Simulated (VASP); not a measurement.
# K2BaTaO6 (a cell with a defect) in VASP: a series of runs, part 2 of 2

VASP 6.6.1.

## (3) Single point, PBEsol

INCAR reads:

```
ALGO = Normal
EDIFF = 1E-6
ENCUT = 520
GGA = PS
ISIF = 2
ISMEAR = -1
LASPH = T
LCHARG = F
LREAL = F
LWAVE = F
NBANDS = 48
NELECT = 76.0
NELM = 80
PREC = Accurate
SIGMA = 0.05
```

KPOINTS reads:

```
Automatic mesh
0
Gamma
  2 2 2
  0.5 0.5 0.5
```

POSCAR reads:

```
K2BaTaO6
1.0
    7.9708780000      0.0000000000      0.0000000000
    0.0000000000      3.9854390000      0.0000000000
    0.0000000000      0.0000000000      3.9854390000
K Ba Ta O
2 1 1 6
Direct
    0.0012060000      0.9917360000      0.0009950000
    0.5059250000      0.9951880000      0.9862530000
    0.2503650000      0.4956180000      0.5210410000
    0.7533290000      0.5008870000      0.5105990000
    0.2506700000      0.4933050000      0.9924750000
    0.7464230000      0.4938100000      0.9996800000
    0.0041590000      0.4973050000      0.5061830000
    0.5028090000      0.4884080000      0.4913000000
    0.2527100000      0.9946130000      0.4955070000
    0.7534050000      0.9911330000      0.4993350000
```

Potentials or basis: VASP PAW PBE potentials, release 64 (K_sv, Ba_sv, Ta_pv, O).

The run is started by

```
$ cat potpaw_PBE.64/K_sv/POTCAR potpaw_PBE.64/Ba_sv/POTCAR potpaw_PBE.64/Ta_pv/POTCAR potpaw_PBE.64/O/POTCAR > POTCAR
$ mpirun -np 1 vasp_std > vasp.out
```

OUTCAR:

```text
EDIFF = 1E-6
   ENCUT = 520
   GGA = PS
   ISIF = 2
   ISMEAR = -1
   LASPH = T
   LREAL = F
   NELECT = 76.0
   NELM = 80
   PREC = Accurate

 ion  position               nearest neighbor table
   1  0.001  0.992  0.001-   7 2.79  10 2.80  10 2.81   5 2.81   9 2.81   7 2.82   7 2.82   5 2.82
                             6 2.84   9 2.84   7 2.85   6 2.85   3 3.39   4 3.40   3 3.41   4 3.44
   2  0.506  0.995  0.986-   6 2.76  10 2.77   6 2.77   8 2.78   9 2.81   8 2.81   8 2.82  10 2.84
                             5 2.84   8 2.85   5 2.85   9 2.86   4 3.37   4 3.40   3 3.40   3 3.40
   3  0.250  0.496  0.521-   5 1.88   7 1.96   9 1.99   9 2.00   8 2.02   5 2.11   1 3.39   2 3.40
                             2 3.40   1 3.41   1 3.49   1 3.50   2 3.56   2 3.56   4 3.96   4 4.01
   4  0.753  0.501  0.511-   6 1.95  10 1.95   8 2.00   7 2.00  10 2.03   6 2.04   2 3.37   2 3.40
                             1 3.40   1 3.44   1 3.44   2 3.48   1 3.49   2 3.51   3 3.96   3 4.01
   5  0.251  0.493  0.992-   3 1.88   3 2.11   1 2.81   1 2.82   2 2.84   2 2.85
   6  0.746  0.494  1.000-   4 1.95   4 2.04   2 2.76   2 2.77   1 2.84   1 2.85
   7  0.004  0.497  0.506-   3 1.96   4 2.00   1 2.79   1 2.82   1 2.82   1 2.85
   8  0.503  0.488  0.491-   4 2.00   3 2.02   2 2.78   2 2.81   2 2.82   2 2.85
   9  0.253  0.995  0.496-   3 1.99   3 2.00   2 2.81   1 2.81   1 2.84   2 2.86
  10  0.753  0.991  0.499-   4 1.95   4 2.03   2 2.77   1 2.80   1 2.81   2 2.84

  LATTYP: Found a simple tetragonal cell.
 ALAT       =     3.9854390000
 C/A-ratio  =     2.0000000000

  Lattice vectors:

 A1 = (   0.0000000000,   3.9854390000,   0.0000000000)
 A2 = (   0.0000000000,   0.0000000000,   3.9854390000)
 A3 = (   7.9708780000,   0.0000000000,   0.0000000000)

Analysis of symmetry for initial positions (statically):
=====================================================================
 Subroutine PRICEL returns:
 Original cell was already a primitive cell.

 Routine SETGRP: Setting up the symmetry group for a
 simple tetragonal supercell.

 Subroutine GETGRP returns: Found  1 space group operations
 (whereof  1 operations were pure point group operations)
 out of a pool of 16 trial point group operations.

[... 139 lines left out ...]
   LRPA    =     F    only Hartree local field effects (RPA)
 non-spin polarized calculation
  energy-cutoff  :      520.00
  volume of cell :      126.61
 maximum number of plane-waves:      3410
 NGX is ok and might be reduce to    60
   NGX = 29   NGY = 15   NGZ = 15

 number of electron      76.0000012 magnetization

 Free energy of the ion-electron system (eV)
  ---------------------------------------------------
  ext. energy  EPLUGINS =         0.00000000
  ---------------------------------------------------
  free energy    TOTEN  =       -54.27539063 eV

  energy without entropy =      -54.27487597  energy(sigma->0) =      -54.27513330

 E-fermi :   4.7415     XC(G=0): -11.2467

 val. band max:        4.3534176965   @ k =   0.2500   0.2500   0.2500
 cond. band min:       5.1305874243   @ k =   0.2500   0.2500   0.2500
 fundamental gap:      0.7771697278
 Fermi energy:         4.7415475484

 k-point     1 :       0.2500    0.2500    0.2500
  band No.  band energies     occupation
      1     -32.1426      2.00000
      2     -32.1369      2.00000
      3     -31.8365      2.00000
      4     -26.1397      2.00000
      5     -25.9671      2.00000
      6     -22.8434      2.00000
[... 193 lines left out ...]
     47      10.9977      0.00000
     48      11.0906      0.00000

------------------------ aborting loop because EDIFF is reached ----------------------------------------

  FORCE on cell =-STRESS in cart. coord.  units (eV):
  Direction    XX          YY          ZZ          XY          YZ          ZX
  --------------------------------------------------------------------------------------
  -------------------------------------------------------------------------------------
  Total       53.4333420     40.7417502     41.9676784     -0.5714213     -0.1107398     -1.0204013
  in kB      676.1832765    515.5749039    531.0886654     -7.2311693     -1.4013792    -12.9128798
  external PRESSURE =     574.2822819 kB  Pullay stress =       0.0000000 kB

 VOLUME and BASIS-vectors are now :
 -----------------------------------------------------------------------------
  energy-cutoff  :      520.00
  volume of cell :      126.61
      direct lattice vectors                 reciprocal lattice vectors
     7.970878000  0.000000000  0.000000000     0.125456694  0.000000000  0.000000000
     0.000000000  3.985439000  0.000000000     0.000000000  0.250913387  0.000000000
     0.000000000  0.000000000  3.985439000     0.000000000  0.000000000  0.250913387

 POSITION                                       TOTAL-FORCE (eV/Angst)
 -----------------------------------------------------------------------------------
      0.00961      3.95250      0.00397         0.194478      0.069542      0.123513
      4.03267      3.96626      3.93065        -0.287496      0.015733      0.290684
      1.99563      1.97526      2.07658         1.971903     -0.143824     -5.393397
      6.00469      1.99625      2.03496        -0.868469     -0.329032     -0.579737
      1.99806      1.96604      3.95545        -0.208743     -0.096695      5.574419
      5.94965      1.96805      3.98416         0.573651      0.094708      0.252595
      0.03315      1.98198      2.01736       -12.066525     -0.157393     -0.426310
      4.00783      1.94652      1.95805        10.684870     -0.189931     -0.494018
      2.01432      3.96397      1.97481        -0.131940      0.374514      0.451373
      6.00530      3.95010      1.99007         0.138271      0.362377      0.200877
 -----------------------------------------------------------------------------------
    total drift:                                0.001396     -0.000947     -0.000977

  FREE ENERGIE OF THE ION-ELECTRON SYSTEM (eV)
  ---------------------------------------------------
  free  energy   TOTEN  =       -54.2753906304 eV

  energy  without entropy=      -54.2748759745  energy(sigma->0) =      -54.27513330
```

stdout:

```text
POSCAR found type information on POSCAR K BaTaO
 POSCAR found :  4 types and      10 ions
 scaLAPACK will be used
 -----------------------------------------------------------------------------
|                                                                             |
|                                                                             |
|     You enforced a specific xc type in the INCAR file but a different       |
|     I HOPE YOU KNOW WHAT YOU ARE DOING!                                     |
|                                                                             |
 -----------------------------------------------------------------------------

 LDA part: xc-table for (Slater+PW92), standard interpolation
 POSCAR, INCAR and KPOINTS ok, starting setup
 FFT: planning ... GRIDC
 FFT: planning ... GRID_SOFT
 FFT: planning ... GRID
 WAVECAR not read
 entering main loop
 the old and the new charge density differ
 old charge density:    75.00000 new   76.00000
    0.652E+01
```

It took 61 s on 1 thread of Intel Xeon 6975P-C, shared host; peak memory 0.24 GiB.

What came out:

```
Free energy   : -54.2754 eV
Largest force : 12.075 eV/Å
```

Forces on the atoms (eV/Å):
```
K     0.194   0.070   0.124
K    -0.287   0.016   0.291
Ba    1.972  -0.144  -5.393
Ta   -0.868  -0.329  -0.580
O    -0.209  -0.097   5.574
O     0.574   0.095   0.253
O   -12.067  -0.157  -0.426
O    10.685  -0.190  -0.494
O    -0.132   0.375   0.451
O     0.138   0.362   0.201
```

Caveat: the k points lie up to 0.79 Å⁻¹ apart; the cell carries a net charge on a neutralising background, which shifts energy and pressure; the cell is charged against a uniform background, so pressure and absolute levels hang on convention; the PAW data sets were made with another functional, which shifts forces and pressure a little; spin-orbit coupling is left out, which moves the levels of the heavy elements.
